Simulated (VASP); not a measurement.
# VO2 (P4_2/mnm) in VASP: settings compared

VO2 is run at these levels: RPBE, PBEsol; tasks: single point.

Everything below comes from runs of VASP 6.6.1. Logs are shortened: lines on timing, memory, paths and dates and some standing lists are left out, and cuts for length are marked.

## (1) The cell of the first run

It takes space group P4_2/mnm (No. 136, tetragonal). The conventional cell has a = 4.624 Å, b = 4.624 Å, c = 2.859 Å, α = 90.00°, β = 90.00°, γ = 90.00°. Within 2.6 Å of V (site symmetry mmm) lie 6 O at 1.93 to 1.97 Å. O (site symmetry m2m) has 3 V at 1.93 to 1.97 Å and 11 O at 2.60 to 2.86 Å within 2.9 Å.

## (2) Single point, RPBE, collinear spin, ferromagnetic start

File INCAR:

```
SYSTEM = VO2
PREC = Accurate ; ENCUT = 600
EDIFF = 1E-6 ; ISMEAR = -1
SIGMA = 0.05 ; LREAL = .FALSE.
LASPH = .TRUE. ; NELM = 200
ALGO = Normal ; ISIF = 2
LWAVE = .FALSE. ; LCHARG = .TRUE.
ISPIN = 2 ; MAGMOM = 2 2 0 0 0 0
LORBIT = 11 ; LMAXMIX = 4
GGA = RP ; LELF = .TRUE.
LVHAR = .TRUE. ; NBANDS = 38
GGA_COMPAT = .FALSE.
```

File KPOINTS:

```
Automatic mesh
0
G
  6 6 9
  0 0 0
```

File POSCAR:

```
VO2
1.0
    4.6236453097      0.0000000000      0.0000000000
    0.0000000000      4.6236453097      0.0000000000
    0.0000000000      0.0000000000      2.8593160046
V O
2 4
Direct
    0.5000000000      0.5000000000      0.5000000000
    0.0000000000      0.0000000000      0.0000000000
    0.1990078560      0.8009921440      0.5000000000
    0.8009921440      0.1990078560      0.5000000000
    0.6990078560      0.6990078560      0.0000000000
    0.3009921440      0.3009921440      0.0000000000
```

Potentials or basis: VASP PAW PBE potentials, release 64 (V_sv, O).

On the command line:

```sh
> cat potpaw_PBE.64/V_sv/POTCAR potpaw_PBE.64/O/POTCAR > POTCAR
> mpirun -np 1 vasp_std > vasp.out
```

OUTCAR:

```text
SYSTEM = VO2
   PREC = Accurate
   ENCUT = 600
   EDIFF = 1E-6
   ISMEAR = -1
   LREAL = .FALSE.
   LASPH = .TRUE.
   NELM = 200
   ISIF = 2
   ISPIN = 2
   LORBIT = 11
   GGA = RP

 ion  position               nearest neighbor table
   1  0.500  0.500  0.500-   5 1.93   6 1.93   5 1.93   6 1.93   3 1.97   4 1.97
   2  0.000  0.000  0.000-   3 1.93   4 1.93   3 1.93   4 1.93   5 1.97   6 1.97
   3  0.199  0.801  0.500-   2 1.93   2 1.93   1 1.97
   4  0.801  0.199  0.500-   2 1.93   2 1.93   1 1.97
   5  0.699  0.699  0.000-   1 1.93   1 1.93   2 1.97
   6  0.301  0.301  0.000-   1 1.93   1 1.93   2 1.97

  LATTYP: Found a simple tetragonal cell.
 ALAT       =     4.6236453097
 C/A-ratio  =     0.6184116240

  Lattice vectors:

 A1 = (   4.6236453097,   0.0000000000,   0.0000000000)
 A2 = (   0.0000000000,   4.6236453097,   0.0000000000)
 A3 = (   0.0000000000,   0.0000000000,   2.8593160046)

Analysis of symmetry for initial positions (statically):
=====================================================================
 Subroutine PRICEL returns:
 Original cell was already a primitive cell.

 Routine SETGRP: Setting up the symmetry group for a
 simple tetragonal supercell.

 Subroutine GETGRP returns: Found 16 space group operations
 (whereof  8 operations were pure point group operations)
 out of a pool of 16 trial point group operations.

The static configuration has the point symmetry D_2h.
 The point group associated with its full space group is D_4h.

Analysis of symmetry for dynamics (positions and initial velocities):
=====================================================================
 Subroutine PRICEL returns:
 Original cell was already a primitive cell.

 Routine SETGRP: Setting up the symmetry group for a
 simple tetragonal supercell.

 Subroutine GETGRP returns: Found 16 space group operations
 (whereof  8 operations were pure point group operations)
 out of a pool of 16 trial point group operations.

The dynamic configuration has the point symmetry D_2h.
 The point group associated with its full space group is D_4h.

Analysis of structural, dynamic, and magnetic symmetry:
=====================================================================
 Subroutine PRICEL returns:
 Original cell was already a primitive cell.

 Routine SETGRP: Setting up the symmetry group for a
 simple tetragonal supercell.

 Subroutine GETGRP returns: Found 16 space group operations
 (whereof  8 operations were pure point group operations)
[... 144 lines left out ...]
  volume of cell :       61.13
 maximum number of plane-waves:      2063
 NGX is ok and might be reduce to    40
   NGX = 19   NGY = 19   NGZ = 11

 number of electron      50.0000015 magnetization       1.9997344

 Free energy of the ion-electron system (eV)
  ---------------------------------------------------
  ext. energy  EPLUGINS =         0.00000000
  ---------------------------------------------------
  free energy    TOTEN  =       -49.38304754 eV

  energy without entropy =      -49.35883994  energy(sigma->0) =      -49.37094374

 E-fermi :   5.9839     XC(G=0): -11.3037

 val. band max:        5.9732815709   @ k =   0.0000   0.0000   0.2222
 cond. band min:       6.0075007412   @ k =   0.0000   0.0000   0.3333
 fundamental gap:      0.0342191703
 Fermi energy:         5.9838938595

 spin component 1

 k-point     1 :       0.0000    0.0000    0.0000
  band No.  band energies     occupation
      1     -60.2452      1.00000
      2     -60.2378      1.00000
      3     -33.9878      1.00000
      4     -33.9878      1.00000
      5     -33.9185      1.00000
      6     -33.9153      1.00000
[... 949 lines left out ...]
     36      16.1727      0.00000
     37      19.4591      0.00000

 [... further k-points ...]

 spin component 2

 k-point     1 :       0.0000    0.0000    0.0000
  band No.  band energies     occupation
      1     -59.1062      1.00000
      2     -59.0984      1.00000
      3     -32.8474      1.00000
      4     -32.8474      1.00000
      5     -32.8167      1.00000
      6     -32.7998      1.00000
[... 949 lines left out ...]
     36      16.3005      0.00000
     37      19.7771      0.00000

 [... further k-points ...]

 [bands above 37 left out]

------------------------ aborting loop because EDIFF is reached ----------------------------------------

  FORCE on cell =-STRESS in cart. coord.  units (eV):
  Direction    XX          YY          ZZ          XY          YZ          ZX
  --------------------------------------------------------------------------------------
  -------------------------------------------------------------------------------------
  Total        0.1927802      0.1927802      0.3167984      0.0000000      0.0000000      0.0000000
  in kB        5.0529120      5.0529120      8.3035235      0.0000000      0.0000000      0.0000000
  external PRESSURE =       6.1364491 kB  Pullay stress =       0.0000000 kB

 VOLUME and BASIS-vectors are now :
 -----------------------------------------------------------------------------
  energy-cutoff  :      600.00
  volume of cell :       61.13
      direct lattice vectors                 reciprocal lattice vectors
     4.623645310  0.000000000  0.000000000     0.216279566  0.000000000  0.000000000
     0.000000000  4.623645310  0.000000000     0.000000000  0.216279566  0.000000000
     0.000000000  0.000000000  2.859316005     0.000000000  0.000000000  0.349733992

 POSITION                                       TOTAL-FORCE (eV/Angst)
 -----------------------------------------------------------------------------------
      2.31182      2.31182      1.42966        -0.000000      0.000000      0.000000
      0.00000      0.00000      0.00000        -0.000000      0.000000      0.000000
      0.92014      3.70350      1.42966         0.021662     -0.021662     -0.000000
      3.70350      0.92014      1.42966        -0.021662      0.021662      0.000000
      3.23196      3.23196      0.00000         0.021662      0.021662      0.000000
      1.39168      1.39168      0.00000        -0.021662     -0.021662     -0.000000
 -----------------------------------------------------------------------------------
    total drift:                                0.000000      0.000000     -0.000000

  FREE ENERGIE OF THE ION-ELECTRON SYSTEM (eV)
  ---------------------------------------------------
  free  energy   TOTEN  =       -49.3830475433 eV

  energy  without entropy=      -49.3588399445  energy(sigma->0) =      -49.37094374

 total charge

# of ion       s       p       d       tot
------------------------------------------
    1        2.271   6.315   2.868  11.454
    2        2.271   6.315   2.868  11.454
    3        1.573   3.472   0.000   5.046
    4        1.573   3.472   0.000   5.046
    5        1.573   3.472   0.000   5.046
    6        1.573   3.472   0.000   5.046
--------------------------------------------------
tot         10.835  26.520   5.735  43.090

 magnetization (x)

# of ion       s       p       d       tot
------------------------------------------
    1        0.014   0.013   1.052   1.078
    2        0.014   0.013   1.052   1.078
    3       -0.002  -0.065   0.000  -0.067
    4       -0.002  -0.065   0.000  -0.067
    5       -0.002  -0.065   0.000  -0.067
    6       -0.002  -0.065   0.000  -0.067
--------------------------------------------------
tot          0.019  -0.235   2.103   1.887
```

OSZICAR:

```text
N       E                     dE             d eps       ncg     rms          rms(c)
DAV:   1     0.664363442388E+03    0.66436E+03   -0.29634E+04  7616   0.160E+03
DAV:   2    -0.138006002902E+02   -0.67816E+03   -0.63192E+03  8054   0.482E+02
DAV:   3    -0.651734213158E+02   -0.51373E+02   -0.50626E+02  8620   0.143E+02
DAV:   4    -0.658675646020E+02   -0.69414E+00   -0.69315E+00  8456   0.178E+01
DAV:   5    -0.658733265631E+02   -0.57620E-02   -0.57613E-02  8484   0.172E+00    0.460E+01
DAV:   6    -0.535120038337E+02    0.12361E+02   -0.55936E+01  8850   0.722E+01    0.267E+01
DAV:   7    -0.519240290760E+02    0.15880E+01   -0.41155E+01  7750   0.639E+01    0.218E+01
DAV:   8    -0.498819460347E+02    0.20421E+01   -0.30798E+00  8186   0.155E+01    0.921E+00
DAV:   9    -0.493800180009E+02    0.50193E+00   -0.86323E-01  9446   0.999E+00    0.206E+00
DAV:  10    -0.493866677683E+02   -0.66498E-02   -0.14564E-01  8254   0.273E+00    0.182E+00
DAV:  11    -0.493897393561E+02   -0.30716E-02   -0.24032E-02  8260   0.120E+00    0.955E-01
DAV:  12    -0.493829168486E+02    0.68225E-02   -0.23824E-02  9054   0.142E+00    0.158E-01
DAV:  13    -0.493831439932E+02   -0.22714E-03   -0.13989E-03  8224   0.296E-01    0.169E-01
DAV:  14    -0.493830369154E+02    0.10708E-03   -0.35082E-04  8260   0.170E-01    0.426E-02
DAV:  15    -0.493830448205E+02   -0.79052E-05   -0.78860E-05  8146   0.608E-02    0.334E-02
DAV:  16    -0.493830462037E+02   -0.13832E-05   -0.86004E-06  8188   0.291E-02    0.118E-02
DAV:  17    -0.493830472957E+02   -0.10919E-05   -0.27544E-06  7140   0.144E-02    0.410E-03
DAV:  18    -0.493830475433E+02   -0.24759E-06   -0.43909E-07  5054   0.568E-03
   1 F= -.49383048E+02 E0= -.49370944E+02  d E =-.242076E-01  mag=     1.9998
```

It took 2 min on 1 thread of Intel Xeon 6975P-C (Granite Rapids), shared host; peak memory 0.34 GiB.

What came out:

* Free energy: -49.3830 eV
* Pressure: 0.6 GPa
* Largest force: 0.031 eV/Å
* Band gap on the k mesh: zero (filled and empty bands overlap)
* Net moment: 2.00 μB per cell
* Site moments: V +1.08; O -0.07 μB
* Valence electrons inside the program's atomic spheres: V 11.45; O 5.05

Forces on the atoms (eV/Å):
```
V    0.000  0.000  0.000
V    0.000  0.000  0.000
O    0.022 -0.022  0.000
O   -0.022  0.022  0.000
O    0.022  0.022  0.000
O   -0.022 -0.022  0.000
```

Caveat: the PAW data sets were made with another functional, which shifts forces and pressure a little; semilocal functionals often make such compounds metallic where correlation or magnetic order opens a gap, which also shifts bond lengths. With open d or f shells a metallic result of RPBE can be an artefact of self-interaction; +U or a hybrid may open a gap.

## (3) Single point, PBEsol, collinear spin, ferromagnetic start

This run uses another cell than the first one, of 10.31 Å³/atom.

File INCAR:

```
SYSTEM = VO2
ALGO = Normal
EDIFF = 1E-6
ENCUT = 600
GGA = PS
GGA_COMPAT = .False.
ISIF = 2
ISMEAR = -1
ISPIN = 2
LASPH = .True.
LCHARG = .True.
LELF = .True.
LMAXMIX = 4
LORBIT = 11
LREAL = .False.
LVHAR = .True.
LWAVE = .False.
MAGMOM = 2 2 0 0 0 0
NBANDS = 38
NELM = 200
PREC = Accurate
SIGMA = 0.05
```

File KPOINTS:

```
k-points
0
Gamma
  6 6 9
  0 0 0
```

File POSCAR:

```
VO2
1.0
    4.5072020454      0.0000000000      0.0000000000
    0.0000000000      4.5072020454      0.0000000000
    0.0000000000      0.0000000000      3.0444500000
V O
2 4
Direct
    0.5000000000      0.5000000000      0.5000000000
    0.0000000000      0.0000000000      0.0000000000
    0.2003580000      0.7996420000      0.5000000000
    0.7996420000      0.2003580000      0.5000000000
    0.7003580000      0.7003580000      0.0000000000
    0.2996420000      0.2996420000      0.0000000000
```

Potentials or basis: VASP PAW PBE potentials, release 64 (V_sv, O).

On the command line:

```sh
> cat potpaw_PBE.64/V_sv/POTCAR potpaw_PBE.64/O/POTCAR > POTCAR
> mpirun -np 1 vasp_std > vasp.out
```

Wall time 1.7 min (1 thread of Intel Xeon 6975P-C (Granite Rapids), shared host); peak memory 0.33 GiB.

The run converged. Its results:

| Property | Result |
| --- | --- |
| Free energy | -54.2016 eV |
| Pressure | -16.0 GPa |
| Largest force | 0.283 eV/Å |
| Band gap on the k mesh | zero (filled and empty bands overlap) |
| Net moment | 2.00 μB per cell |
| Site moments | V +1.07; O -0.07 μB |
| Valence electrons inside the program's atomic spheres | V 11.41; O 5.00 |

Forces on the atoms (eV/Å):
```
V    0.000  0.000  0.000
V    0.000  0.000  0.000
O   -0.200  0.200  0.000
O    0.200 -0.200  0.000
O   -0.200 -0.200  0.000
O    0.200  0.200  0.000
```

Stress tensor (GPa, compression positive):
```
 -9.62   0.00   0.00
  0.00  -9.62   0.00
  0.00   0.00 -28.77
```

Levels at points of the mesh, in eV from the Fermi level:
Spin up:
| k point | band 22 | band 23 | band 24 | band 25 | band 26 | band 27 | band 28 | band 29 | band 30 | band 31 |
| --- | --- | --- | --- | --- | --- | --- | --- | --- | --- | --- |
| (0.00, 0.00, 0.00) | -1.57 | -1.57 | -1.05 | -0.78 | -0.50 | -0.37 | -0.35 | -0.35 | 1.84 | 1.90 |
| (0.50, 0.00, 0.00) | -3.35 | -1.83 | -1.83 | -0.14 | -0.14 | 0.39 | 0.39 | 0.91 | 0.91 | 3.41 |
| (0.50, 0.50, 0.00) | -2.80 | -2.40 | -2.40 | -0.73 | -0.73 | -0.32 | -0.32 | 1.32 | 1.32 | 3.25 |
Spin down:
```csv
k point,band 20,band 21,band 22,band 23,band 24,band 25,band 26,band 27,band 28,band 29
"(0.00, 0.00, 0.00)",-3.71,-2.08,-1.68,-1.68,-1.22,0.52,0.65,0.73,0.81,0.81
"(0.50, 0.00, 0.00)",-4.41,-3.25,-3.25,-1.96,-1.96,1.08,1.08,1.46,1.46,1.82
"(0.50, 0.50, 0.00)",-3.33,-2.86,-2.86,-2.46,-2.46,0.52,0.52,0.84,0.84,2.11
```

Caveat: the stress differs along the axes, from -29 to -10 GPa; the PAW data sets were made with another functional, which shifts forces and pressure a little; semilocal functionals often make such compounds metallic where correlation or magnetic order opens a gap, which also shifts bond lengths. With open d or f shells a metallic result of PBEsol can be an artefact of self-interaction; +U or a hybrid may open a gap.

The gap in the log of VASP goes by the Fermi energy; the results here count the filled bands.